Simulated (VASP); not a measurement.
# ZnSe (F-43m) in VASP: a series of runs, part 2 of 2

VASP 6.6.1.

### Step 3. Vibrations by perturbation theory, LDA

This run uses another cell than the first one, of 17.41 Å³/atom, 0.866 times its volume.

Contents of INCAR:

```
SYSTEM = ZnSe
PREC = Accurate ; ENCUT = 520
EDIFF = 1E-8 ; ISMEAR = 0
SIGMA = 0.01 ; LREAL = .False.
LASPH = .True. ; NELM = 60
ALGO = Normal ; ISIF = 2
LWAVE = .False. ; LCHARG = .True.
IBRION = 8 ; NSW = 1
LEPSILON = .True.
```

Contents of KPOINTS:

```
regular mesh
0
Gamma
  10 10 10
  0 0 0
```

Contents of POSCAR:

```
ZnSe
1.0
    0.0000000000      2.5916898712      2.5916898712
    2.5916898712      0.0000000000      2.5916898712
    2.5916898712      2.5916898712      0.0000000000
Zn Se
1 1
Direct
    0.0000000000      0.0000000000      0.0000000000
    0.7500000000      0.7500000000      0.7500000000
```

Potentials or basis: VASP PAW LDA potentials, release 64 (Zn, Se).

Command:

```
cat potpaw_LDA.64/Zn/POTCAR potpaw_LDA.64/Se/POTCAR > POTCAR
mpirun -np 1 vasp_std > vasp.out
```

OUTCAR:

```text
SYSTEM = ZnSe
   PREC = Accurate
   ENCUT = 520
   EDIFF = 1E-8
   ISMEAR = 0
   LREAL = .False.
   LASPH = .True.
   NELM = 60
   ISIF = 2
   IBRION = 8
   NSW = 1
   LEPSILON = .True.

 ion  position               nearest neighbor table
   1  0.000  0.000  0.000-   2 2.24   2 2.24   2 2.24   2 2.24
   2  0.750  0.750  0.750-   1 2.24   1 2.24   1 2.24   1 2.24

  LATTYP: Found a face centered cubic cell.
 ALAT       =     5.1833797424

  Lattice vectors:

 A1 = (   0.0000000000,   2.5916898712,   2.5916898712)
 A2 = (   2.5916898712,   0.0000000000,   2.5916898712)
 A3 = (   2.5916898712,   2.5916898712,   0.0000000000)

Analysis of symmetry for initial positions (statically):
=====================================================================
 Subroutine PRICEL returns:
 Original cell was already a primitive cell.

 Routine SETGRP: Setting up the symmetry group for a
 face centered cubic supercell.

 Subroutine GETGRP returns: Found 24 space group operations
 (whereof 24 operations were pure point group operations)
 out of a pool of 48 trial point group operations.

The static configuration has the point symmetry T_d .

Analysis of symmetry for dynamics (positions and initial velocities):
=====================================================================
 Subroutine PRICEL returns:
 Original cell was already a primitive cell.

 Routine SETGRP: Setting up the symmetry group for a
 face centered cubic supercell.

 Subroutine GETGRP returns: Found 24 space group operations
 (whereof 24 operations were pure point group operations)
 out of a pool of 48 trial point group operations.

The dynamic configuration has the point symmetry T_d .

 Subroutine INISYM returns: Found 24 space group operations
 (whereof 24 operations are pure point group operations),
 and found     1 'primitive' translations

----------------------------------------------------------------------------------------

                                     Primitive cell

  volume of cell :      34.8160

  direct lattice vectors                    reciprocal lattice vectors
     0.000000000  2.591689871  2.591689871    -0.192924318  0.192924318  0.192924318
     2.591689871  0.000000000  2.591689871     0.192924318 -0.192924318  0.192924318
     2.591689871  2.591689871  0.000000000     0.192924318  0.192924318 -0.192924318

  length of vectors
     3.665202965  3.665202965  3.665202965     0.334154720  0.334154720  0.334154720

  position of ions in fractional coordinates (direct lattice)
     0.000000000  0.000000000  0.000000000
     0.750000000  0.750000000  0.750000000

  ion indices of the primitive-cell ions
[... 572 lines left out ...]
    -0.00045  0.56455  0.00000
     0.56455 -0.00045  0.00000
     0.00000  0.00000  0.00021

--------------------------------------- Ionic step        4  -------------------------------------------

------------------------ aborting loop because EDIFF is reached ----------------------------------------

[... ionic steps 5 to 6 ...]

--------------------------------------- Ionic step        7  -------------------------------------------

 Free energy of the ion-electron system (eV)
  ---------------------------------------------------
  ---------------------------------------------------
  free energy    TOTEN  =        -0.08131412 eV

  energy without entropy =       -0.08131412

------------------------ aborting loop because EDIFF is reached ----------------------------------------

 INTERNAL STRAIN TENSOR  FOR ION    2  DIRECTION 1   (eV/Angst):
 -----------------------------------------------------------------------------
    -0.01707  0.00000  0.00000
     0.00000  0.01734 17.10767
     0.00000 17.10767  0.01734

 MACROSCOPIC STATIC DIELECTRIC TENSOR (including local field effects in DFT)
 ------------------------------------------------------
           7.281241    -0.000000     0.000000
           0.000000     7.281241    -0.000000
           0.000000     0.000000     7.281241
 ------------------------------------------------------

 PIEZOELECTRIC TENSOR (including local field effects)  for field in x, y, z        (e  Angst)
          XX          YY          ZZ          XY          YZ          ZX
  --------------------------------------------------------------------------------
  x     0.00000    -0.00000     0.00000     0.00000     1.24078     0.00000
  y     0.00000     0.00000    -0.00000     0.00000    -0.00000     1.24078
  z     0.00000     0.00000     0.00000     1.24078     0.00000     0.00000

 PIEZOELECTRIC TENSOR (including local field effects)  for field in x, y, z        (C/m^2)
          XX          YY          ZZ          XY          YZ          ZX
  --------------------------------------------------------------------------------
  x     0.00000    -0.00000     0.00000     0.00000     0.57099     0.00000
  y     0.00000     0.00000    -0.00000     0.00000    -0.00000     0.57099
  z     0.00000     0.00000     0.00000     0.57099     0.00000     0.00000

 BORN EFFECTIVE CHARGES (including local field effects) (in |e|, cummulative output)
 ---------------------------------------------------------------------------------
 ion    1
    1     1.62705     0.00000    -0.00000
    2     0.00000     1.62705     0.00000
    3     0.00000     0.00000     1.62705
 ion    2
    1    -1.62705    -0.00000     0.00000
    2    -0.00000    -1.62705    -0.00000
    3     0.00000     0.00000    -1.62705

 INTERNAL STRAIN TENSOR FOR ION    2 for displacements in x,y,z  (eV/Angst):
          X           Y           Z          XY          YZ          ZX
  --------------------------------------------------------------------------------
  x    -0.00000     0.00000     0.00000     0.00000    17.10767     0.00000
  y     0.00000    -0.00000     0.00000     0.00000     0.00000    17.10767
  z     0.00000     0.00000    -0.00000    17.10767     0.00000     0.00000

 SECOND DERIVATIVES (NOT SYMMETRIZED)
 ------------------------------------
               1X          1Y          1Z          2X          2Y          2Z
  1X   -12.492899    0.000000    0.000000   12.492899    0.000000    0.000000
  1Y     0.000000  -12.492899    0.000000    0.000000   12.492899    0.000000
  1Z     0.000000    0.000000  -12.492899    0.000000    0.000000   12.492899
  2X    12.554100    0.000000    0.000000  -12.554100    0.000000    0.000000
  2Y     0.000000   12.554100    0.000000    0.000000  -12.554100    0.000000
  2Z     0.000000    0.000000   12.554100    0.000000    0.000000  -12.554100

 Eigenvectors and eigenvalues of the dynamical matrix
 ----------------------------------------------------

   1 f  =    9.249392 THz    58.115642 2PiTHz  308.526497 cm-1    38.252393 meV
             X         Y         Z           dx          dy          dz
      0.000000  0.000000  0.000000    -0.738778   -0.000000   -0.000000
      3.887535  3.887535  3.887535     0.673949    0.000000   -0.000000
[... 21 lines left out ...]
   6 f/i=    0.011253 THz     0.070702 2PiTHz    0.375347 cm-1     0.046537 meV
             X         Y         Z           dx          dy          dz
      0.000000  0.000000  0.000000     0.659036   -0.044073    0.133930
      3.887535  3.887535  3.887535     0.722429   -0.048312    0.146813

--------------------------------------------------------------------------------------------------------

 MACROSCOPIC STATIC DIELECTRIC TENSOR IONIC CONTRIBUTION
 ------------------------------------------------------
           1.098657     0.000000    -0.000000
           0.000000     1.098657     0.000000
          -0.000000     0.000000     1.098657
 ------------------------------------------------------

 ELASTIC MODULI CONTR FROM IONIC RELAXATION (kBar)
 Direction    XX          YY          ZZ          XY          YZ          ZX
 --------------------------------------------------------------------------------
 XX          -0.0000      0.0000      0.0000      0.0000      0.0000      0.0000
 YY           0.0000     -0.0000      0.0000      0.0000      0.0000      0.0000
 ZZ           0.0000      0.0000     -0.0000      0.0000      0.0000      0.0000
 XY           0.0000      0.0000      0.0000  -1075.3689      0.0000      0.0000
 YZ           0.0000      0.0000      0.0000      0.0000  -1075.3689      0.0000
 ZX           0.0000      0.0000      0.0000      0.0000      0.0000  -1075.3689
 --------------------------------------------------------------------------------

 PIEZOELECTRIC TENSOR IONIC CONTR  for field in x, y, z        (C/m^2)
          XX          YY          ZZ          XY          YZ          ZX
  --------------------------------------------------------------------------------
  x     0.00000     0.00000    -0.00000     0.00000    -1.02278    -0.00000
  y     0.00000     0.00000     0.00000    -0.00000    -0.00000    -1.02278
  z     0.00000     0.00000     0.00000    -1.02278     0.00000     0.00000
```

OSZICAR:

```text
N       E                     dE             d eps       ncg     rms          rms(c)
DAV:   1     0.896072514472E+02    0.89607E+02   -0.95239E+03  1230   0.174E+03
DAV:   2    -0.129751303427E+01   -0.90905E+02   -0.86957E+02  1262   0.293E+02
[... 182 lines left out ...]
RMM:   7    -0.813124285109E-01    0.64148E-05    0.11384E-07  7819   0.135E-03    0.439E-04
RMM:   8    -0.813142078047E-01   -0.17793E-05   -0.11228E-07  8017   0.451E-04    0.640E-05
RMM:   9    -0.813141951483E-01    0.12656E-07    0.65380E-09  8004   0.172E-04    0.182E-05
RMM:  10    -0.813141388878E-01    0.56261E-07   -0.26852E-08  7940   0.723E-05    0.680E-06
RMM:  11    -0.813141146772E-01    0.24211E-07   -0.46556E-09  6899   0.433E-05    0.304E-06
RMM:  12    -0.813141188828E-01   -0.42056E-08   -0.19805E-08  4584   0.340E-05    0.218E-07
 Linear response finished
```

Wall time 3.9 min (1 thread of Intel Xeon 6975P-C (Granite Rapids), shared host); peak memory 0.33 GiB.

What came out:

* Electronic dielectric tensor (diagonal): 7.28
* Born charges (mean of the diagonal): Zn +1.63; Se -1.63 e
* Highest phonon frequency at Γ, LO-TO splitting left out: 309 cm⁻¹

Phonon frequencies in cm⁻¹ (negative: imaginary):
```csv
q point,frequencies
"(0.000, 0.000, 0.000)",0 0 0 309 309 309
```

Electronic dielectric tensor:
```
7.28 0.00 0.00
0.00 7.28 0.00
0.00 0.00 7.28
```

Born effective charge tensors (e):
atom 1, Zn
```
1.63 0.00 0.00
0.00 1.63 0.00
0.00 0.00 1.63
```
atom 2, Se
```
-1.63  0.00  0.00
 0.00 -1.63  0.00
 0.00  0.00 -1.63
```

Caveat: the cell wasn't relaxed at this level first, which shifts response properties.

### Step 4. Vibrations by perturbation theory, LDA

This run uses another cell than the first one, of 21.01 Å³/atom, 1.046 times its volume.

Contents of INCAR:

```
SYSTEM = ZnSe
ALGO = Normal
EDIFF = 1E-8
ENCUT = 520
GGA = CA
IBRION = 8
ISIF = 2
ISMEAR = 0
LASPH = .True.
LCHARG = .False.
LEPSILON = .True.
LREAL = .False.
LWAVE = .False.
NELM = 60
NSW = 1
PREC = Accurate
SIGMA = 0.01
```

Contents of KPOINTS:

```
k-points
0
Gamma
  8 8 8
  0 0 0
```

Contents of POSCAR:

```
ZnSe
1.0
    0.0000000000      2.7594597501      2.7594597501
    2.7594597501      0.0000000000      2.7594597501
    2.7594597501      2.7594597501      0.0000000000
Zn Se
1 1
Direct
    0.0000000000      0.0000000000      0.0000000000
    0.7500000000      0.7500000000      0.7500000000
```

Potentials or basis: VASP PAW LDA potentials, release 64 (Zn, Se).

Command:

```
cat potpaw_LDA.64/Zn/POTCAR potpaw_LDA.64/Se/POTCAR > POTCAR
mpirun -np 1 vasp_std > vasp.out
```

OUTCAR:

```text
SYSTEM = ZnSe
   EDIFF = 1E-8
   ENCUT = 520
   GGA = CA
   IBRION = 8
   ISIF = 2
   ISMEAR = 0
   LASPH = .True.
   LEPSILON = .True.
   LREAL = .False.
   NELM = 60
   NSW = 1
   PREC = Accurate

 ion  position               nearest neighbor table
   1  0.000  0.000  0.000-   2 2.39   2 2.39   2 2.39   2 2.39
   2  0.750  0.750  0.750-   1 2.39   1 2.39   1 2.39   1 2.39
[... 715 lines left out ...]
      0.000000  0.000000  0.000000     0.000000    0.739506    0.000000
      4.139190  4.139190  4.139190     0.000000   -0.673150    0.000000
[... 21 lines left out ...]
   6 f/i=    0.000930 THz     0.005844 2PiTHz    0.031022 cm-1     0.003846 meV
             X         Y         Z           dx          dy          dz
      0.000000  0.000000  0.000000     0.000000    0.000000   -0.673150
      4.139190  4.139190  4.139190     0.000000    0.000000   -0.739506

--------------------------------------------------------------------------------------------------------

 MACROSCOPIC STATIC DIELECTRIC TENSOR IONIC CONTRIBUTION
 ------------------------------------------------------
           2.388132     0.000000     0.000000
           0.000000     2.388132     0.000000
           0.000000     0.000000     2.388132
 ------------------------------------------------------

 ELASTIC MODULI CONTR FROM IONIC RELAXATION (kBar)
 Direction    XX          YY          ZZ          XY          YZ          ZX
 --------------------------------------------------------------------------------
 XX          -0.0000      0.0000      0.0000      0.0000      0.0000      0.0000
 YY           0.0000     -0.0000      0.0000      0.0000      0.0000     -0.0000
 ZZ           0.0000      0.0000     -0.0000      0.0000      0.0000      0.0000
 XY           0.0000      0.0000      0.0000   -296.4574      0.0000      0.0000
 YZ           0.0000      0.0000      0.0000      0.0000   -296.4574      0.0000
 ZX           0.0000     -0.0000      0.0000      0.0000      0.0000   -296.4574
 --------------------------------------------------------------------------------

 PIEZOELECTRIC TENSOR IONIC CONTR  for field in x, y, z        (C/m^2)
          XX          YY          ZZ          XY          YZ          ZX
  --------------------------------------------------------------------------------
  x     0.00000     0.00000     0.00000     0.00000    -0.79174     0.00000
  y     0.00000    -0.00000     0.00000     0.00000     0.00000    -0.79174
  z     0.00000     0.00000     0.00000    -0.79174     0.00000     0.00000
```

It took 12 min on 1 thread of AMD EPYC 7R13, shared host; peak memory 0.25 GiB.

What came out:

```
Electronic dielectric tensor (diagonal)                 : 7.90
Born charges (mean of the diagonal)                     : Zn +1.96; Se -1.96 e
Highest phonon frequency at Γ, LO-TO splitting left out : 230 cm⁻¹
```

Phonon frequencies in cm⁻¹ (negative: imaginary):
| q point | frequencies |
| --- | --- |
| (0.000, 0.000, 0.000) | 0 0 0 230 230 230 |

Electronic dielectric tensor:
```
7.90 0.00 0.00
0.00 7.90 0.00
0.00 0.00 7.90
```

Born effective charge tensors (e):
atom 1, Zn
```
1.96 0.00 0.00
0.00 1.96 0.00
0.00 0.00 1.96
```
atom 2, Se
```
-1.96  0.00  0.00
 0.00 -1.96  0.00
 0.00  0.00 -1.96
```

Caveat: the cell wasn't relaxed at this level first, which shifts response properties.
